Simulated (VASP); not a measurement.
AgCl (Chlorargyrite), 2 atoms in the cell. Symmetry: Imm2, No. 44, orthorhombic system. The conventional cell has a = 3.868 Å, b = 5.470 Å, c = 3.868 Å, α = 90.00°, β = 90.00°, γ = 90.00°. Within 3.5 Å of Ag (site symmetry mm2) lie 6 Cl at 2.68 to 2.79 Å. Within 3.5 Å of Cl (site symmetry mm2) lie 6 Ag at 2.68 to 2.79 Å. 

```yaml
Program: VASP 6.6.1
Task: single point
Functional: r2SCAN
Dispersion: D4
Potentials_or_basis: VASP PAW PBE potentials, release 64 (Ag, Cl)
Cutoff: 520 eV
k_mesh: 3 × 3 × 3
Occupations: gaussian, width 0.01 eV
Spin: no spin polarisation
Dipole_correction: no
Further_INCAR_settings: ALGO = Normal; EDIFF = 1e-06; NBANDS = 16
```

Potentials or basis: VASP PAW PBE potentials, release 64 (Ag, Cl).

Run with:

```console
$ cat potpaw_PBE.64/Ag/POTCAR potpaw_PBE.64/Cl/POTCAR > POTCAR
$ cp INCAR.step1 INCAR
$ mpirun -np 1 vasp_std > vasp.out
$ cp INCAR.step2 INCAR
$ mpirun -np 1 vasp_std > vasp.out
```

Hardware: 1 thread of Intel(R) Xeon(R) Platinum 8488C (Sapphire Rapids), with other jobs on the host.

Q: Estimate the wall time of this run.

A: It took 34 s on 1 thread of Intel(R) Xeon(R) Platinum 8488C (Sapphire Rapids), on a shared host, peak memory 0.17 GiB. Counts: k points 8.
